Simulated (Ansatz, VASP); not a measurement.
**Ba16B: VASP beside Ansatz**

```
Ba B
1.0
    10.04000    0.00000    0.00000
     0.00000   10.04000    0.00000
     0.00000    0.00000   10.04000
Ba B
16 1
Direct
  0.04021 0.03145 0.00000
  0.47261 0.02113 0.00000
  0.04111 0.46803 0.00000
  0.99358 0.99737 0.50000
  0.26324 0.24984 0.27589
  0.47271 0.47972 0.00000
  0.51949 0.98606 0.50001
  0.74967 0.25008 0.24881
  0.99387 0.50283 0.50000
  0.24983 0.75034 0.26229
  0.26324 0.24984 0.72413
  0.51938 0.51412 0.50001
  0.76116 0.74994 0.23118
  0.74967 0.25008 0.75119
  0.24983 0.75034 0.73771
  0.76117 0.74994 0.76882
  0.27285 0.25157 0.99998
```

Alike in both runs: functional PBE; k mesh 2 × 2 × 2; occupations gaussian, width 0.1 eV; no spin polarisation.

Ansatz relaxed the structure, and its values are those at the end. VASP's run is a single point on that final structure, the one shown.

|  | VASP | Ansatz |
| --- | --- | --- |
| version | VASP 6.6.1 | Ansatz 0.2.0 |
| potentials or method | VASP PAW PBE potentials, release 64 (Ba_sv, B), cutoff 420 eV | scalar-relativistic, plane waves, PAW |
| valence electrons in the cell | 163 | 163 |

```tsv
	VASP	Ansatz	Ansatz less VASP
rms of the force components (eV/Å)	0.029	0.006	-0.0224
```

With one functional, cell and mesh, what is left measures potentials, basis and numerics.

Neither program's run includes spin-orbit coupling.
